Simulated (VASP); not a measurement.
Write the native input for VASP 6.6.1 that does the following.

```
Task                   : single point
Functional             : LDA
Potentials or basis    : VASP PAW LDA potentials, release 64 (Si)
Cutoff                 : 520 eV
k mesh                 : 12 × 12 × 12
Occupations            : gaussian, width 0.05 eV
Spin                   : no spin polarisation
Dipole correction      : no
Further INCAR settings : ALGO = Normal; EDIFF = 1e-06; NBANDS = 11
```

The structure of Si lies in POSCAR:

```
Si
1.0
    0.0000000000      2.6682020278      2.7671923230
    2.6682020278      0.0000000000      2.7671923230
    2.6682020278      2.6682020278      0.0000000000
Si
2
Direct
    0.5000000000      0.5000000000      0.5000000000
    0.7500000000      0.7500000000      0.7500000000
```

This cell differs from its parent crystal: volume 19.700 Å^3 an atom, c/a of the conventional cell 1.0371.

The input as run:

INCAR

```
SYSTEM = Si
ALGO     = Normal         ! electronic algorithm
EDIFF    = 1E-6           ! SCF threshold, eV
ENCUT    = 520            ! plane-wave cutoff, eV
GGA      = CA             ! functional
ISIF     = 2              ! what is computed and relaxed
ISMEAR   = 0              ! smearing method
LASPH    = .TRUE.         ! aspherical terms in the spheres
LCHARG   = .FALSE.        ! write CHGCAR
LREAL    = .FALSE.        ! projectors in reciprocal space
LWAVE    = .FALSE.        ! write WAVECAR
NBANDS   = 11             ! bands
NELM     = 80             ! most SCF steps
PREC     = Accurate       ! precision mode
SIGMA    = 0.05           ! smearing width, eV
```

KPOINTS

```
k-points
0
G
  12 12 12
  0 0 0
```

Potentials or basis: VASP PAW LDA potentials, release 64 (Si).

Run with:

```bash
$ cat potpaw_LDA.64/Si/POTCAR > POTCAR
$ mpirun -np 1 vasp_std > vasp.out
```

It gave:

- Pressure: 0.0 GPa
- Band gap on the k mesh: 0.25 eV, indirect (least direct gap 2.40 eV)

It took 23 s on 1 thread of Intel(R) Xeon(R) 6975P-C (Granite Rapids), on a shared host, peak memory 0.17 GiB.
